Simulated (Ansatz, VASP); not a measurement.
**Two plane-wave programs on Sb**

```
Sb
1.0
    -1.87134    1.87134    1.87134
     1.87134   -1.87134    1.87134
     1.87134    1.87134   -1.87134
Sb
1
Direct
  0.00000 0.00000 0.00000
```

Alike in both runs: functional PBE; k mesh 7 × 7 × 7; occupations fermi-dirac, width 0.05 eV; non-collinear spin, spin-orbit coupling.

|  | VASP | Ansatz |
| --- | --- | --- |
| version | VASP 6.6.1 | Ansatz 0.2.0 |
| potentials or method | VASP PAW PBE potentials, release 64 (Sb) | Ansatz PAW |
| plane-wave cutoff (eV) | 520 | 420 |
| valence electrons in the cell | 5 | 15 |
| task | single point | band structure |

|  | VASP | Ansatz | Ansatz less VASP |
| --- | --- | --- | --- |
| pressure (GPa) | 2.5 | 2.7 | +0.16 |
| net moment per atom (μB) | 0.00 | 0.00 | 0.000 |

With one functional, cell and mesh, what is left measures potentials, basis and numerics. VASP's potentials hold 5 valence electrons a cell and Ansatz's 15, so a difference there can come from the potentials and not from the codes.
